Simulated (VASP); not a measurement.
# NaI (zincblende type) (F-43m) in VASP: a series of runs

The runs below take NaI (zincblende type) through electric field gradients, with PBE.

All numbers are computed with VASP 6.6.1; they aren't measurements. Logs are shortened: lines on timing, memory, paths and dates and some standing lists are left out, and cuts for length are marked.

### Step 1. The cell of the first run

It takes space group F-43m (No. 216, cubic). Conventional cell: a = 7.163 Å, b = 7.163 Å, c = 7.163 Å, α = 90.00°, β = 90.00°, γ = 90.00°. Within 4.1 Å of Na (site symmetry -43m) lie 4 I at 3.10 Å. Within 4.1 Å of I (site symmetry -43m) lie 4 Na at 3.10 Å.

### Step 2. Electric field gradients, PBE

File INCAR:

```
SYSTEM = NaI
PREC = Accurate ; ENCUT = 520
EDIFF = 1E-8 ; ISMEAR = -1
SIGMA = 0.05 ; LREAL = .FALSE.
LASPH = .TRUE. ; NELM = 80
ALGO = Normal ; ISIF = 2
LWAVE = .FALSE. ; LCHARG = .FALSE.
GGA = PE ; LEFG = .TRUE.
NBANDS = 14
```

File KPOINTS:

```
Automatic mesh
0
G
  10 10 10
  0 0 0
```

File POSCAR:

```
NaI
1.0
    0.0000000000      3.5813786082      3.5813786082
    3.5813786082      0.0000000000      3.5813786082
    3.5813786082      3.5813786082      0.0000000000
Na I
1 1
Direct
    0.0000000000      0.0000000000      0.0000000000
    0.2500000000      0.2500000000      0.2500000000
```

Potentials or basis: VASP PAW PBE potentials, release 64 (Na_pv, I).

Command:

```
$ cat potpaw_PBE.64/Na_pv/POTCAR potpaw_PBE.64/I/POTCAR > POTCAR
$ mpirun -np 1 vasp_std > vasp.out
```

OUTCAR:

```text
SYSTEM = NaI
   PREC = Accurate
   ENCUT = 520
   EDIFF = 1E-8
   ISMEAR = -1
   LREAL = .FALSE.
   LASPH = .TRUE.
   NELM = 80
   ISIF = 2
   GGA = PE

 ion  position               nearest neighbor table
   1  0.000  0.000  0.000-   2 3.10   2 3.10   2 3.10   2 3.10
   2  0.250  0.250  0.250-   1 3.10   1 3.10   1 3.10   1 3.10

  LATTYP: Found a face centered cubic cell.
 ALAT       =     7.1627572164

  Lattice vectors:

 A1 = (   0.0000000000,   3.5813786082,   3.5813786082)
 A2 = (   3.5813786082,   0.0000000000,   3.5813786082)
 A3 = (   3.5813786082,   3.5813786082,   0.0000000000)

Analysis of symmetry for initial positions (statically):
=====================================================================
 Subroutine PRICEL returns:
 Original cell was already a primitive cell.

 Routine SETGRP: Setting up the symmetry group for a
 face centered cubic supercell.

 Subroutine GETGRP returns: Found 24 space group operations
 (whereof 24 operations were pure point group operations)
 out of a pool of 48 trial point group operations.

The static configuration has the point symmetry T_d .

Analysis of symmetry for dynamics (positions and initial velocities):
=====================================================================
 Subroutine PRICEL returns:
 Original cell was already a primitive cell.

 Routine SETGRP: Setting up the symmetry group for a
 face centered cubic supercell.

 Subroutine GETGRP returns: Found 24 space group operations
 (whereof 24 operations were pure point group operations)
 out of a pool of 48 trial point group operations.

The dynamic configuration has the point symmetry T_d .

 Subroutine INISYM returns: Found 24 space group operations
 (whereof 24 operations are pure point group operations),
 and found     1 'primitive' translations

----------------------------------------------------------------------------------------

                                     Primitive cell

  volume of cell :      91.8715

  direct lattice vectors                    reciprocal lattice vectors
     0.000000000  3.581378608  3.581378608    -0.139611042  0.139611042  0.139611042
     3.581378608  0.000000000  3.581378608     0.139611042 -0.139611042  0.139611042
     3.581378608  3.581378608  0.000000000     0.139611042  0.139611042 -0.139611042

  length of vectors
[... 134 lines left out ...]
 fundamental gap:      3.7685650878
 Fermi energy:        -0.1616139487

 k-point     1 :       0.0000    0.0000    0.0000
  band No.  band energies     occupation
      1     -23.4089      2.00000
      2     -23.4089      2.00000
      3     -23.4089      2.00000
      4     -11.6516      2.00000
      5      -1.2593      2.00000
      6      -1.2593      2.00000
      7      -1.2593      2.00000
      8       2.5093      0.00000
      9       6.5852      0.00000
     10       6.5852      0.00000
     11       6.5852      0.00000
     12       8.3482      0.00000
     13       8.3482      0.00000
     14       9.5742      0.00000
[... 377 lines left out ...]
      1     -23.4108      2.00000
      2     -23.4095      2.00000
      3     -23.4094      2.00000
      4     -11.5283      2.00000
      5      -2.1759      2.00000
      6      -1.5973      2.00000
      7      -1.5518      2.00000
      8       4.2079      0.00000
      9       5.2071      0.00000
     10       6.4369      0.00000
     11       7.8565      0.00000
     12       8.2516      0.00000
     13       9.7417      0.00000
     14      10.7853      0.00000

 [... further k-points ...]

------------------------ aborting loop because EDIFF is reached ----------------------------------------

  FORCE on cell =-STRESS in cart. coord.  units (eV):
  Direction    XX          YY          ZZ          XY          YZ          ZX
  --------------------------------------------------------------------------------------
  -------------------------------------------------------------------------------------
  Total        0.0083409      0.0083409      0.0083409      0.0000000      0.0000000      0.0000000
  in kB        0.1454602      0.1454602      0.1454602      0.0000000      0.0000000      0.0000000
  external PRESSURE =       0.1454602 kB  Pullay stress =       0.0000000 kB

 VOLUME and BASIS-vectors are now :
 -----------------------------------------------------------------------------
  energy-cutoff  :      520.00
  volume of cell :       91.87
      direct lattice vectors                 reciprocal lattice vectors
     0.000000000  3.581378608  3.581378608    -0.139611042  0.139611042  0.139611042
     3.581378608  0.000000000  3.581378608     0.139611042 -0.139611042  0.139611042
     3.581378608  3.581378608  0.000000000     0.139611042  0.139611042 -0.139611042

 POSITION                                       TOTAL-FORCE (eV/Angst)
 -----------------------------------------------------------------------------------
      0.00000      0.00000      0.00000        -0.000000     -0.000000     -0.000000
      1.79069      1.79069      1.79069         0.000000      0.000000      0.000000
 -----------------------------------------------------------------------------------
    total drift:                                0.000001      0.000001      0.000001

  FREE ENERGIE OF THE ION-ELECTRON SYSTEM (eV)
  ---------------------------------------------------
  free  energy   TOTEN  =        -5.2938279244 eV

  energy  without entropy=       -5.2938279243  energy(sigma->0) =       -5.29382792

 Electric field gradients (V/A^2)
---------------------------------------------------------------------
 ion       V_xx      V_yy      V_zz      V_xy      V_xz      V_yz
---------------------------------------------------------------------
   1      -0.000    -0.000     0.000     0.004     0.004     0.004
   2       0.000     0.000    -0.000    -0.000    -0.000    -0.000
---------------------------------------------------------------------

 Electric field gradients after diagonalization (V/A^2)
 (convention: |V_zz| > |V_xx| > |V_yy|)
----------------------------------------------------------------------
 ion       V_xx      V_yy      V_zz     asymmetry (V_yy - V_xx)/ V_zz
----------------------------------------------------------------------
   1      -0.004    -0.004     0.007       0.000
   2       0.000     0.000    -0.000       0.000
----------------------------------------------------------------------

           NMR quadrupolar parameters

 Cq : quadrupolar parameter    Cq=e*Q*V_zz/h
 eta: asymmetry parameters     (V_yy - V_xx)/ V_zz
 Q  : nuclear electric quadrupole moment in mb (millibarn)
----------------------------------------------------------------------
 ion       Cq(MHz)       eta       Q (mb)
----------------------------------------------------------------------
   1       0.000       0.000       1.000
   2      -0.000       0.000       1.000
----------------------------------------------------------------------
```

OSZICAR:

```text
N       E                     dE             d eps       ncg     rms          rms(c)
DAV:   1     0.813065861301E+02    0.81307E+02   -0.63377E+03  1316   0.826E+02
DAV:   2     0.210845824544E+01   -0.79198E+02   -0.74310E+02  1404   0.200E+02
DAV:   3    -0.519738433820E+01   -0.73058E+01   -0.72666E+01  1700   0.607E+01
DAV:   4    -0.539358169179E+01   -0.19620E+00   -0.19615E+00  1682   0.106E+01
DAV:   5    -0.539773521448E+01   -0.41535E-02   -0.41535E-02  1824   0.147E+00    0.164E+00
DAV:   6    -0.529251568548E+01    0.10522E+00   -0.13831E-01  1490   0.173E+00    0.112E+00
DAV:   7    -0.528366750429E+01    0.88482E-02   -0.10826E-01  1604   0.140E+00    0.702E-01
DAV:   8    -0.529357626597E+01   -0.99088E-02   -0.10770E-02  1496   0.676E-01    0.213E-01
DAV:   9    -0.529340503780E+01    0.17123E-03   -0.22772E-04  1640   0.133E-01    0.724E-02
DAV:  10    -0.529380587537E+01   -0.40084E-03   -0.48946E-04  1508   0.134E-01    0.211E-02
DAV:  11    -0.529382468115E+01   -0.18806E-04   -0.47325E-05  1748   0.552E-02    0.583E-03
DAV:  12    -0.529382733974E+01   -0.26586E-05   -0.44590E-06  1514   0.118E-02    0.338E-03
DAV:  13    -0.529382794646E+01   -0.60672E-06   -0.70020E-07  1664   0.469E-03    0.744E-04
DAV:  14    -0.529382791142E+01    0.35036E-07   -0.34895E-08  1660   0.139E-03    0.469E-04
DAV:  15    -0.529382792448E+01   -0.13061E-07   -0.47107E-09  1676   0.445E-04    0.278E-05
DAV:  16    -0.529382792440E+01    0.81855E-10   -0.35516E-10  1258   0.104E-04
   1 F= -.52938279E+01 E0= -.52938279E+01  d E =-.742581E-10
```

stdout:

```text
POSCAR found type information on POSCAR NaI
 POSCAR found :  2 types and       2 ions
 scaLAPACK will be used
 LDA part: xc-table for (Slater+PW92), standard interpolation
 POSCAR, INCAR and KPOINTS ok, starting setup
 FFT: planning ... GRIDC
 FFT: planning ... GRID_SOFT
 FFT: planning ... GRID
 WAVECAR not read
 entering main loop
ion   1

ion   2
```

It took 1.9 min on 1 thread of Intel Xeon 8259CL, shared host; peak memory 0.26 GiB.

Results:

* Free energy: -5.2938 eV
* Pressure: 0.0 GPa
* Band gap on the k mesh: 3.77 eV
* Largest electric field gradient by atom: under 0.05 V/Å² on every atom

Levels at points of the mesh, in eV from the valence-band top:
| k point | band 3 | band 4 | band 5 | band 6 | band 7 | band 8 | band 9 | band 10 | band 11 | band 12 |
| --- | --- | --- | --- | --- | --- | --- | --- | --- | --- | --- |
| (0.00, 0.00, 0.00) | -22.15 | -10.39 | 0.00 | 0.00 | 0.00 | 3.77 | 7.84 | 7.84 | 7.84 | 9.61 |
| (0.50, 0.00, 0.00) | -22.15 | -10.28 | -1.16 | -0.13 | -0.13 | 5.35 | 7.60 | 7.63 | 7.63 | 10.41 |
| (0.50, 0.50, 0.00) | -22.15 | -10.24 | -1.07 | -0.38 | -0.38 | 5.20 | 6.16 | 8.84 | 10.28 | 10.28 |

Caveat: spin-orbit coupling is left out, which moves the levels of the heavy elements.

### Step 3. Electric field gradients, PBE (46.85 Å³/atom)

This run uses another cell than the first one, of 46.85 Å³/atom.

File INCAR:

```
SYSTEM = NaI
  PREC = Accurate
  ENCUT = 520
  EDIFF = 1E-8
  ISMEAR = -1
  SIGMA = 0.05
  LREAL = .FALSE.
  LASPH = .TRUE.
  NELM = 100
  ALGO = Normal
  ISIF = 2
  LWAVE = .FALSE.
  LCHARG = .FALSE.
  GGA = PE
  LEFG = .TRUE.
  NBANDS = 14
```

File KPOINTS:

```
regular mesh
0
G
  10 10 10
  0 0 0
```

File POSCAR:

```
NaI
1.0
    0.0000000000      3.6050970386      3.6050970386
    3.6050970386      0.0000000000      3.6050970386
    3.6050970386      3.6050970386      0.0000000000
Na I
1 1
Direct
    0.0000000000      0.0000000000      0.0000000000
    0.2500000000      0.2500000000      0.2500000000
```

Potentials or basis: VASP PAW PBE potentials, release 64 (Na_pv, I).

Command:

```
$ cat potpaw_PBE.64/Na_pv/POTCAR potpaw_PBE.64/I/POTCAR > POTCAR
$ mpirun -np 1 vasp_std > vasp.out
```

OUTCAR:

```text
SYSTEM = NaI
   PREC = Accurate
   ENCUT = 520
   EDIFF = 1E-8
   ISMEAR = -1
   LREAL = .FALSE.
   LASPH = .TRUE.
   NELM = 100
   ISIF = 2
   GGA = PE

 ion  position               nearest neighbor table
   1  0.000  0.000  0.000-   2 3.12   2 3.12   2 3.12   2 3.12
   2  0.250  0.250  0.250-   1 3.12   1 3.12   1 3.12   1 3.12

  LATTYP: Found a face centered cubic cell.
 ALAT       =     7.2101940772

  Lattice vectors:

 A1 = (   0.0000000000,   3.6050970386,   3.6050970386)
 A2 = (   3.6050970386,   0.0000000000,   3.6050970386)
[... 620 lines left out ...]
  ---------------------------------------------------
  free  energy   TOTEN  =        -5.2928740772 eV

  energy  without entropy=       -5.2928740772  energy(sigma->0) =       -5.29287408

 Electric field gradients (V/A^2)
---------------------------------------------------------------------
 ion       V_xx      V_yy      V_zz      V_xy      V_xz      V_yz
---------------------------------------------------------------------
   1      -0.000    -0.000     0.000     0.003     0.003     0.003
   2      -0.000     0.000     0.000    -0.000    -0.000    -0.000
---------------------------------------------------------------------

 Electric field gradients after diagonalization (V/A^2)
 (convention: |V_zz| > |V_xx| > |V_yy|)
----------------------------------------------------------------------
 ion       V_xx      V_yy      V_zz     asymmetry (V_yy - V_xx)/ V_zz
----------------------------------------------------------------------
   1      -0.003    -0.003     0.007       0.000
   2       0.000     0.000    -0.001       0.000
----------------------------------------------------------------------

           NMR quadrupolar parameters

 Cq : quadrupolar parameter    Cq=e*Q*V_zz/h
 eta: asymmetry parameters     (V_yy - V_xx)/ V_zz
 Q  : nuclear electric quadrupole moment in mb (millibarn)
----------------------------------------------------------------------
 ion       Cq(MHz)       eta       Q (mb)
----------------------------------------------------------------------
   1       0.000       0.000       1.000
   2      -0.000       0.000       1.000
----------------------------------------------------------------------
```

Wall time 1.8 min (1 thread of Intel Xeon 8259CL, shared host); peak memory 0.27 GiB.

Results:

* Free energy: -5.2929 eV
* Pressure: -0.2 GPa
* Band gap on the k mesh: 3.74 eV
* Largest electric field gradient by atom: under 0.05 V/Å² on every atom

Caveat: spin-orbit coupling is left out, which moves the levels of the heavy elements. A k mesh can miss the band edges.

### Step 4. Electric field gradients, PBE (47.77 Å³/atom)

This run uses another cell than the first one, of 47.77 Å³/atom.

File INCAR:

```
SYSTEM = NaI
ALGO = Normal ; EDIFF = 1E-8
ENCUT = 520 ; GGA = PE
ISIF = 2 ; ISMEAR = -1
LASPH = .TRUE. ; LCHARG = .FALSE.
LEFG = .TRUE. ; LREAL = .FALSE.
LWAVE = .FALSE. ; NBANDS = 14
NELM = 80 ; PREC = Accurate
SIGMA = 0.05
```

File KPOINTS:

```
k-points
0
G
  10 10 10
  0 0 0
```

File POSCAR:

```
NaI
1.0
    0.0000000000      3.6285074156      3.6285074156
    3.6285074156      0.0000000000      3.6285074156
    3.6285074156      3.6285074156      0.0000000000
Na I
1 1
Direct
    0.0000000000      0.0000000000      0.0000000000
    0.2500000000      0.2500000000      0.2500000000
```

Potentials or basis: VASP PAW PBE potentials, release 64 (Na_pv, I).

Command:

```
$ cat potpaw_PBE.64/Na_pv/POTCAR potpaw_PBE.64/I/POTCAR > POTCAR
$ mpirun -np 1 vasp_std > vasp.out
```

OUTCAR:

```text
SYSTEM = NaI
   EDIFF = 1E-8
   ENCUT = 520
   GGA = PE
   ISIF = 2
   ISMEAR = -1
   LASPH = .TRUE.
   LREAL = .FALSE.
   NELM = 80
   PREC = Accurate

 ion  position               nearest neighbor table
   1  0.000  0.000  0.000-   2 3.14   2 3.14   2 3.14   2 3.14
   2  0.250  0.250  0.250-   1 3.14   1 3.14   1 3.14   1 3.14

  LATTYP: Found a face centered cubic cell.
 ALAT       =     7.2570148312

  Lattice vectors:

 A1 = (   0.0000000000,   3.6285074156,   3.6285074156)
 A2 = (   3.6285074156,   0.0000000000,   3.6285074156)
[... 620 lines left out ...]
  ---------------------------------------------------
  free  energy   TOTEN  =        -5.2897274381 eV

  energy  without entropy=       -5.2897274380  energy(sigma->0) =       -5.28972744

 Electric field gradients (V/A^2)
---------------------------------------------------------------------
 ion       V_xx      V_yy      V_zz      V_xy      V_xz      V_yz
---------------------------------------------------------------------
   1       0.000     0.000     0.000     0.003     0.003     0.003
   2       0.000    -0.000    -0.000    -0.000    -0.000    -0.000
---------------------------------------------------------------------

 Electric field gradients after diagonalization (V/A^2)
 (convention: |V_zz| > |V_xx| > |V_yy|)
----------------------------------------------------------------------
 ion       V_xx      V_yy      V_zz     asymmetry (V_yy - V_xx)/ V_zz
----------------------------------------------------------------------
   1      -0.003    -0.003     0.006       0.000
   2       0.000     0.000    -0.001       0.000
----------------------------------------------------------------------

           NMR quadrupolar parameters

 Cq : quadrupolar parameter    Cq=e*Q*V_zz/h
 eta: asymmetry parameters     (V_yy - V_xx)/ V_zz
 Q  : nuclear electric quadrupole moment in mb (millibarn)
----------------------------------------------------------------------
 ion       Cq(MHz)       eta       Q (mb)
----------------------------------------------------------------------
   1       0.000       0.000       1.000
   2      -0.000       0.000       1.000
----------------------------------------------------------------------
```

stdout:

```text
POSCAR found type information on POSCAR NaI
 POSCAR found :  2 types and       2 ions
 scaLAPACK will be used
 LDA part: xc-table for (Slater+PW92), standard interpolation
 POSCAR, INCAR and KPOINTS ok, starting setup
 FFT: planning ... GRIDC
 FFT: planning ... GRID_SOFT
 FFT: planning ... GRID
 WAVECAR not read
 entering main loop
ion   1

ion   2
```

Wall time 1.8 min (1 thread of Intel Xeon 8259CL, shared host); peak memory 0.27 GiB.

Results:

```yaml
Free_energy: -5.2897 eV
Pressure: -0.4 GPa
Band_gap_on_the_k_mesh: 3.70 eV
Largest_electric_field_gradient_by_atom: under 0.05 V/Å² on every atom
```

Levels at points of the mesh, in eV from the valence-band top:
```csv
k point,band 4,band 5,band 6,band 7,band 8,band 9,band 10,band 11
"(0.00, 0.00, 0.00)",-10.35,0.00,0.00,0.00,3.70,7.78,7.78,7.78
"(0.50, 0.00, 0.00)",-10.24,-1.08,-0.12,-0.12,5.28,7.46,7.59,7.59
"(0.50, 0.50, 0.00)",-10.21,-1.01,-0.35,-0.35,5.21,6.11,8.61,10.09
```

Caveat: spin-orbit coupling is left out, which moves the levels of the heavy elements. A k mesh can miss the band edges.

### Step 5. The runs side by side

```tsv
cell	gap on the mesh (eV)	pressure (GPa)
a = 5.065 Å, angles 60.0°, 2 atoms	3.77	0.0
a = 5.098 Å, angles 60.0°, 2 atoms	3.74	-0.2
a = 5.131 Å, angles 60.0°, 2 atoms	3.70	-0.4
```

Alike in all rows: task electric field gradients; level PBE; potentials or basis VASP PAW PBE potentials, release 64 (Na_pv, I); no spin polarisation; k mesh 10 × 10 × 10; cutoff (eV) 520; smearing fermi-dirac 0.05 eV.

Caveats: spin-orbit coupling is left out, which moves the levels of the heavy elements.

Absolute energies hang on the potentials; compare differences alone.
